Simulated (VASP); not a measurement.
# CdSe: single point with LDA

The system is CdSe.

```
Cd Se
1.0
     0.00000    2.91178    2.91178
     2.91178    0.00000    2.91178
     2.91178    2.91178    0.00000
Cd Se
1 1
Cartesian
  0.0000 0.0000 0.0000
  2.9118 2.9118 2.9118
```

This cell differs from its parent crystal: volume scaled by 1.04.

```yaml
Program: VASP 6.6.1
Task: single point
Functional: LDA
Potentials_or_basis: VASP PAW LDA potentials, release 64 (Cd, Se)
Cutoff: 520 eV
k_mesh: 8 × 8 × 8
Occupations: fermi-dirac, width 0.05 eV
Spin: no spin polarisation
```

- Pressure: -7.3 GPa
- Band gap on the k mesh: zero (band 9 reaches 1.81 eV, above the bottom of band 10 at 1.18 eV)

Levels at points of the mesh, in eV from the Fermi level:
| k point | band 7 | band 8 | band 9 | band 10 | band 11 | band 12 |
| --- | --- | --- | --- | --- | --- | --- |
| (0.00, 0.00, 0.00) | -0.64 | -0.64 | -0.64 | -0.36 | 8.51 | 8.51 |
| (0.50, 0.00, 0.00) | -4.89 | -0.13 | -0.13 | 2.80 | 5.05 | 5.05 |
| (0.50, 0.50, 0.00) | -3.96 | -2.01 | -2.01 | -0.72 | 5.38 | 9.17 |

Wall time 6.4 s on 1 thread of Intel(R) Xeon(R) 6975P-C (Granite Rapids) (shared host), peak memory 0.16 GiB.
